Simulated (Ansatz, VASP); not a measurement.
## Two plane-wave programs on Ga3Se

```
Ga Se
1.0
     3.15948    0.00000    0.00000
     0.00000    3.15948    0.00000
     0.00000    0.00000    8.54488
Ga Se
3 1
Direct
  0.50000 0.50000 0.00000
  0.00000 0.00000 0.80861
  0.00000 0.00000 0.19139
  0.00000 0.00000 0.50000
```

Alike in both runs: task relaxation of cell and atoms; functional PBE; k mesh 6 × 6 × 2; occupations gaussian, width 0.1 eV; no spin polarisation.

|  | VASP | Ansatz |
| --- | --- | --- |
| version | VASP 6.6.1 | Ansatz 0.2.0 |
| potentials or method | VASP PAW PBE potentials, release 64 (Ga_d, Se), cutoff 600 eV | scalar-relativistic, plane waves, PAW |
| valence electrons in the cell | 45 | 55 |

```tsv
	VASP	Ansatz	Ansatz less VASP
gap on the k mesh at the Fermi level, each at its own relaxed structure (eV)	none	none	-
relaxed volume (Å³/atom)	22.51	21.73	-0.787
relaxed length of the cell vector where the two differ most in proportion (Å)	3.261	3.155	-0.1055
```

A gap of «none» marks a metal or a gap that the smearing closes. VASP's potentials hold 45 valence electrons a cell and Ansatz's 55, so a difference there can come from the potentials and not from the codes.

The k mesh is coarse, so the values compare programs but aren't converged.
